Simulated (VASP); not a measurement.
BaF2: relaxation of cell and atoms with PBEsol

BaF2:

```
Ba F
1.0
     3.06890    3.06890    0.00000
    -3.06890    3.06890    0.00000
     0.00000    3.06890    3.06890
Ba F
1 2
Direct
  0.00000 0.00000 0.00000
  0.25000 0.75000 0.50000
  0.75000 0.25000 0.50000
```

* Program: VASP 6.6.1
* Task: relaxation of cell and atoms
* Functional: PBEsol
* Potentials or basis: VASP PAW PBE potentials, release 64 (Ba_sv, F_h)
* Cutoff: 1350 eV
* k mesh: 6 × 6 × 6
* Occupations: gaussian, width 0.01 eV
* Spin: no spin polarisation
* Target pressure: 10 GPa
* Dipole correction: no
* Further INCAR settings: ALGO = Normal; EDIFF = 1e-07; IBRION = 2; EDIFFG = -0.002; NSW = 100; ISIF = 3

```yaml
Relaxed_volume: 17.41 Å³/atom
Relaxed_cell: a = 4.196 Å, b = 4.196 Å, c = 4.196 Å, α = 60.00°, β = 60.00°, γ = 90.00°
Space_group_after_relaxing_to_0.1_Å: Fm-3m (No. 225)
Energy_change_on_relaxing_the_run_minimises_the_enthalpy: +60.3 meV/atom
Ionic_steps: 9
Pressure_after_relaxing: 10.0 GPa
Band_gap_on_the_k_mesh: 7.19 eV (least direct gap 7.34 eV)
```

Step by step:
| step | energy change (eV) | largest force (eV/Å) | pressure (GPa) | volume (Å³) |
| --- | --- | --- | --- | --- |
| 1 | 0.0000 | 0.0000 | 1.17 | 57.81 |
| 2 | 0.4168 | 0.0000 | 16.81 | 49.37 |
| 3 | 0.1793 | 0.0000 | 9.93 | 52.25 |
| 4 | 0.1861 | 0.0000 | 9.77 | 52.14 |
| 5 | 0.2882 | 0.0000 | 13.29 | 50.74 |
| 6 | 0.1931 | 0.0000 | 10.39 | 52.03 |
| 7 | 0.1742 | 0.0000 | 9.77 | 52.33 |
| 8 | 0.1804 | 0.0000 | 9.98 | 52.23 |
| 9 | 0.1810 | 0.0000 | 9.99 | 52.22 |

Final structure:
```
CELL_PARAMETERS angstrom
2.96670 2.96670 0.00000
-2.96670 2.96670 0.00000
0.00000 2.96670 2.96670
ATOMIC_POSITIONS crystal
Ba 0.00000 0.00000 0.00000
F 0.25000 0.75000 0.50000
F 0.75000 0.25000 0.50000
```

Levels at points of the mesh, in eV from the valence-band top:
| k point | band 8 | band 9 | band 10 | band 11 | band 12 | band 13 | band 14 | band 15 | band 16 |
| --- | --- | --- | --- | --- | --- | --- | --- | --- | --- |
| (0.00, 0.00, 0.00) | -1.99 | -1.99 | -0.15 | -0.15 | -0.15 | 7.19 | 9.56 | 9.56 | 12.42 |
| (0.50, 0.00, 0.00) | -1.49 | -0.85 | -0.34 | -0.14 | -0.14 | 9.63 | 9.63 | 9.82 | 10.15 |
| (0.50, 0.50, 0.00) | -0.57 | -0.57 | -0.28 | -0.19 | -0.19 | 7.37 | 9.58 | 11.44 | 12.99 |

It took 8.6 min on 1 thread of Intel(R) Xeon(R) Platinum 8259CL CPU @ 2.50GHz (Skylake/Cascade Lake), on a shared host, peak memory 0.49 GiB.

Caveat: the cell is relaxed towards a set pressure, so the run minimises the enthalpy, not the energy; the PAW data sets were made with another functional, which shifts forces and pressure a little; spin-orbit coupling is left out, which moves the levels of the heavy elements. A k mesh can miss the band edges.
